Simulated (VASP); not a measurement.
# AlNi3 (Pm-3m) in VASP: single point with PBE

Aim: the single point of AlNi3 with PBE.

Program: VASP 6.6.1. These are calculated values, not measurements. Logs are shortened: lines on timing, memory, paths and dates and some standing lists are left out, and cuts for length are marked.

**1. The cell of the first run**

It takes space group Pm-3m (No. 221, cubic). Conventional cell: a = 3.566 Å, b = 3.566 Å, c = 3.566 Å, α = 90.00°, β = 90.00°, γ = 90.00°. Within 3.3 Å of Al (site symmetry m-3m) lie 12 Ni at 2.52 Å. Ni (site symmetry 4/mmm) has 4 Al at 2.52 Å and 8 Ni at 2.52 Å within 3.3 Å.

**2. Single point, PBE, collinear spin, ferromagnetic start**

The input, INCAR:

```
SYSTEM = AlNi3
  PREC = Accurate
  ENCUT = 520
  EDIFF = 1E-7
  ISMEAR = 0
  SIGMA = 0.15
  LREAL = .False.
  LASPH = .True.
  NELM = 150
  ALGO = Normal
  ISIF = 2
  LWAVE = .False.
  LCHARG = .False.
  ISPIN = 2
  MAGMOM = 0 0.3 0.3 0.3
  LORBIT = 11
  LMAXMIX = 4
  GGA = PE
  NBANDS = 28
```

The input, KPOINTS:

```
Automatic mesh
0
Gamma
  12 12 12
  0 0 0
```

The input, POSCAR:

```
AlNi3
1.0
    3.5664021543      0.0000000000      0.0000000000
    0.0000000000      3.5664021543      0.0000000000
    0.0000000000      0.0000000000      3.5664021543
Al Ni
1 3
Direct
    0.0000000000      0.0000000000      0.0000000000
    0.0000000000      0.5000000000      0.5000000000
    0.5000000000      0.0000000000      0.5000000000
    0.5000000000      0.5000000000      0.0000000000
```

Potentials or basis: VASP PAW PBE potentials, release 64 (Al, Ni).

Started as:

```console
cat potpaw_PBE.64/Al/POTCAR potpaw_PBE.64/Ni/POTCAR > POTCAR
mpirun -np 1 vasp_std > vasp.out
```

OUTCAR:

```text
SYSTEM = AlNi3
   PREC = Accurate
   ENCUT = 520
   EDIFF = 1E-7
   ISMEAR = 0
   LREAL = .False.
   LASPH = .True.
   NELM = 150
   ISIF = 2
   ISPIN = 2
   LORBIT = 11
   GGA = PE

 ion  position               nearest neighbor table
   1  0.000  0.000  0.000-   2 2.52   3 2.52   4 2.52   2 2.52   3 2.52   2 2.52   4 2.52   2 2.52
                             3 2.52   4 2.52   3 2.52   4 2.52
   2  0.000  0.500  0.500-   1 2.52   3 2.52   4 2.52   1 2.52   4 2.52   1 2.52   3 2.52   1 2.52
                             3 2.52   4 2.52   4 2.52   3 2.52
   3  0.500  0.000  0.500-   1 2.52   2 2.52   4 2.52   1 2.52   4 2.52   2 2.52   4 2.52   4 2.52
                             1 2.52   2 2.52   1 2.52   2 2.52
   4  0.500  0.500  0.000-   1 2.52   2 2.52   3 2.52   2 2.52   3 2.52   1 2.52   3 2.52   3 2.52
                             1 2.52   2 2.52   2 2.52   1 2.52

  LATTYP: Found a simple cubic cell.
 ALAT       =     3.5664021543

  Lattice vectors:

 A1 = (   3.5664021543,   0.0000000000,   0.0000000000)
 A2 = (   0.0000000000,   3.5664021543,   0.0000000000)
 A3 = (   0.0000000000,   0.0000000000,   3.5664021543)

Analysis of symmetry for initial positions (statically):
=====================================================================
 Subroutine PRICEL returns:
 Original cell was already a primitive cell.

 Routine SETGRP: Setting up the symmetry group for a
 simple cubic supercell.

 Subroutine GETGRP returns: Found 48 space group operations
 (whereof 48 operations were pure point group operations)
 out of a pool of 48 trial point group operations.

The static configuration has the point symmetry O_h .

Analysis of symmetry for dynamics (positions and initial velocities):
=====================================================================
 Subroutine PRICEL returns:
 Original cell was already a primitive cell.

 Routine SETGRP: Setting up the symmetry group for a
 simple cubic supercell.

 Subroutine GETGRP returns: Found 48 space group operations
 (whereof 48 operations were pure point group operations)
 out of a pool of 48 trial point group operations.

The dynamic configuration has the point symmetry O_h .

Analysis of structural, dynamic, and magnetic symmetry:
=====================================================================
 Subroutine PRICEL returns:
 Original cell was already a primitive cell.

 Routine SETGRP: Setting up the symmetry group for a
 simple cubic supercell.

 Subroutine GETGRP returns: Found 48 space group operations
 (whereof 48 operations were pure point group operations)
 out of a pool of 48 trial point group operations.

The overall configuration has the point symmetry O_h .

 Subroutine INISYM returns: Found 48 space group operations
 (whereof 48 operations are pure point group operations),
 and found     1 'primitive' translations

----------------------------------------------------------------------------------------

                                     Primitive cell

  volume of cell :      45.3619

  direct lattice vectors                    reciprocal lattice vectors
     3.566402154  0.000000000  0.000000000     0.280394626  0.000000000  0.000000000
     0.000000000  3.566402154  0.000000000     0.000000000  0.280394626  0.000000000
     0.000000000  0.000000000  3.566402154     0.000000000  0.000000000  0.280394626

  length of vectors
     3.566402154  3.566402154  3.566402154     0.280394626  0.280394626  0.280394626

  position of ions in fractional coordinates (direct lattice)
     0.000000000  0.000000000  0.000000000
     0.000000000  0.500000000  0.500000000
     0.500000000  0.000000000  0.500000000
     0.500000000  0.500000000  0.000000000

  ion indices of the primitive-cell ions
   primitive index   ion index
                 1           1
                 2           2
                 3           3
                 4           4

----------------------------------------------------------------------------------------

 KPOINTS: Automatic mesh

Automatic generation of k-mesh.
 Grid dimensions read from file:
 generate k-points for:   12   12   12

 Generating k-lattice:

  Cartesian coordinates                     Fractional coordinates (reciprocal lattice)
     0.023366219  0.000000000  0.000000000     0.083333333  0.000000000  0.000000000
     0.000000000  0.023366219  0.000000000     0.000000000  0.083333333  0.000000000
     0.000000000  0.000000000  0.023366219     0.000000000  0.000000000  0.083333333

  Length of vectors
     0.023366219  0.023366219  0.023366219

  Shift w.r.t. Gamma in fractional coordinates (k-lattice)
     0.000000000  0.000000000  0.000000000

 Subroutine IBZKPT returns following result:
 ===========================================

 Found     84 irreducible k-points:

 Following reciprocal coordinates:
            Coordinates               Weight
  0.000000  0.000000  0.000000      1.000000
  0.083333  0.000000  0.000000      6.000000
  0.166667  0.000000  0.000000      6.000000
  0.250000  0.000000  0.000000      6.000000
  0.333333  0.000000  0.000000      6.000000
  0.416667  0.000000  0.000000      6.000000
[... 16 lines left out ...]
  0.333333  0.333333  0.000000     12.000000
  0.416667  0.333333  0.000000     24.000000
 [... further k-points ...]
   k-points           NKPTS =     84   k-points in BZ     NKDIM =     84   number of bands    NBANDS=     28
   number of dos      NEDOS =    301   number of ions     NIONS =      4
   total plane-waves  NPLWV =  21952
   dimension x,y,z NGX =    28 NGY =   28 NGZ =   28
   dimension x,y,z NGXF=    56 NGYF=   56 NGZF=   56
   ions per type =               1   3
   NGX,Y,Z   is equivalent  to a cutoff of  13.05, 13.05, 13.05 a.u.
   NGXF,Y,Z  is equivalent  to a cutoff of  26.10, 26.10, 26.10 a.u.
 SYSTEM =  AlNi3
   PREC   = accura    normal or accurate (medium, high low for compatibility)
   ISTART =      0    job   : 0-new  1-cont  2-samecut
   ICHARG =      2    charge: 1-file 2-atom 10-const
   ISPIN  =      2    spin polarized calculation?
   LNONCOLLINEAR =      F non collinear calculations
   LSORBIT =      F    spin-orbit coupling
   LASPH  =      T    aspherical Exc in radial PAW
   ENCUT  =  520.0 eV  38.22 Ry    6.18 a.u.   6.63  6.63  6.63*2*pi/ulx,y,z
   NELM   =    150;   NELMIN=  2; NELMDL= -5     # of ELM steps
   EDIFF  = 0.1E-06   stopping-criterion for ELM
   LREAL  =      F    real-space projection
   EDIFFG = 0.1E-05   stopping-criterion for IOM
   NSW    =      0    number of steps for IOM
   IBRION =     -1    ionic relax: 0-MD 1-quasi-New 2-CG
   NFREE  =      0    steps in history (QN), initial steepest desc. (CG)
   ISIF   =      2    stress and relaxation
   ISYM   =      2    0-nonsym 1-usesym 2-fastsym
   POTIM  = 0.5000    time-step for ionic-motion
   TEBEG  =    0.0;   TEEND  =   0.0 temperature during run
   PSTRESS=    0.0 pullay stress
   NELECT =      33.0000    total number of electrons
   NUPDOWN=      -1.0000    fix difference up-down
   EMIN   =  10.00;   EMAX   =-10.00  energy-range for DOS
   EFERMI =   0.00;   METHOD = LEGACY
   ISMEAR =     0;   SIGMA  =   0.15  broadening in eV -4-tet -1-fermi 0-gaus
   EFERMI_NEDOS =   21; number of points for ismear=-14 and -15
   IALGO  =     38    algorithm
   IMIX   =      4    mixing-type and parameters
     AMIX     =   0.40;   BMIX     =  1.00
     AMIX_MAG =   1.60;   BMIX_MAG =  1.00
  volume/ion in A,a.u.               =      11.34        76.53
  Fermi-wavevector in a.u.,A,eV,Ry     =   1.472366  2.782369 29.495555  2.167862
  Thomas-Fermi vector in A             =   2.587389
   LORBIT       =     11    0 simple, 1 ext, 2 COOP (PROOUT), +10 PAW based schemes
   GGA     = PE    functional components
   LHFCALC =     F    Hartree Fock is set to
   AEXX    =    0.0000 exact exchange contribution
   IVDW    =     0    specifies the selected vdW correction
   LEPSILON=     F    determine dielectric tensor
   LRPA    =     F    only Hartree local field effects (RPA)
 spin polarized calculation
 Gauss-broadening in eV      SIGMA  =   0.15
  energy-cutoff  :      520.00
  volume of cell :       45.36
 maximum number of plane-waves:      1240
 NGX is ok and might be reduce to    28
   NGX = 13   NGY = 13   NGZ = 13

 number of electron      33.0000019 magnetization       0.6591576

 Free energy of the ion-electron system (eV)
  ---------------------------------------------------
  ext. energy  EPLUGINS =         0.00000000
  ---------------------------------------------------
  free energy    TOTEN  =       -21.91631637 eV

  energy without entropy =      -21.87610578  energy(sigma->0) =      -21.89621108

 E-fermi :   9.4303     XC(G=0): -12.6564

 val. band max:        9.4288027656   @ k =   0.5000   0.3333   0.2500
 cond. band min:       9.4331020828   @ k =   0.3333   0.3333   0.1667
 fundamental gap:      0.0042993171
 Fermi energy:         9.4302631086

 spin component 1

 k-point     1 :       0.0000    0.0000    0.0000
  band No.  band energies     occupation
      1      -0.4855      1.00000
      2       5.1711      1.00000
      3       5.8314      1.00000
      4       5.8314      1.00000
      5       6.1818      1.00000
      6       6.1818      1.00000
[... 733 lines left out ...]
     27      22.7977      0.00000
     28      23.1012      0.00000

 [... further k-points ...]

 spin component 2

 k-point     1 :       0.0000    0.0000    0.0000
  band No.  band energies     occupation
      1      -0.5132      1.00000
      2       5.2439      1.00000
      3       5.9733      1.00000
      4       5.9733      1.00000
      5       6.4471      1.00000
      6       6.4471      1.00000
[... 733 lines left out ...]
     27      22.7822      0.00000
     28      23.1113      0.00000

 [... further k-points ...]

------------------------ aborting loop because EDIFF is reached ----------------------------------------

  FORCE on cell =-STRESS in cart. coord.  units (eV):
  Direction    XX          YY          ZZ          XY          YZ          ZX
  --------------------------------------------------------------------------------------
  -------------------------------------------------------------------------------------
  Total        0.0278465      0.0278465      0.0278465      0.0000000     -0.0000000     -0.0000000
  in kB        0.9835376      0.9835376      0.9835376      0.0000000     -0.0000000     -0.0000000
  external PRESSURE =       0.9835376 kB  Pullay stress =       0.0000000 kB

 VOLUME and BASIS-vectors are now :
 -----------------------------------------------------------------------------
  energy-cutoff  :      520.00
  volume of cell :       45.36
      direct lattice vectors                 reciprocal lattice vectors
     3.566402154  0.000000000  0.000000000     0.280394626  0.000000000  0.000000000
     0.000000000  3.566402154  0.000000000     0.000000000  0.280394626  0.000000000
     0.000000000  0.000000000  3.566402154     0.000000000  0.000000000  0.280394626

 POSITION                                       TOTAL-FORCE (eV/Angst)
 -----------------------------------------------------------------------------------
      0.00000      0.00000      0.00000         0.000000      0.000000      0.000000
      0.00000      1.78320      1.78320         0.000000      0.000000      0.000000
      1.78320      0.00000      1.78320         0.000000      0.000000      0.000000
      1.78320      1.78320      0.00000         0.000000      0.000000      0.000000
 -----------------------------------------------------------------------------------
    total drift:                                0.000000      0.000000      0.000000

  FREE ENERGIE OF THE ION-ELECTRON SYSTEM (eV)
  ---------------------------------------------------
  free  energy   TOTEN  =       -21.9163163683 eV

  energy  without entropy=      -21.8761057830  energy(sigma->0) =      -21.89621108

 total charge

# of ion       s       p       d       tot
------------------------------------------
    1        0.408   0.390   0.000   0.798
    2        0.491   0.512   8.378   9.381
    3        0.491   0.512   8.378   9.381
    4        0.491   0.512   8.378   9.381
--------------------------------------------------
tot          1.880   1.925  25.134  28.939

 magnetization (x)

# of ion       s       p       d       tot
------------------------------------------
    1       -0.001  -0.007   0.000  -0.008
    2       -0.003  -0.009   0.247   0.236
    3       -0.003  -0.009   0.247   0.236
    4       -0.003  -0.009   0.247   0.236
--------------------------------------------------
tot         -0.009  -0.034   0.742   0.699
```

It took 4.8 min on 1 thread of AMD EPYC 9755, shared host; peak memory 0.23 GiB.

What came out:

```
Free energy                                           : -21.9163 eV
Pressure                                              : 0.1 GPa
Net moment                                            : 0.66 μB per cell
Site moments                                          : Al -0.01; Ni +0.24 μB
Valence electrons inside the program's atomic spheres : Al 0.80; Ni 9.38
```
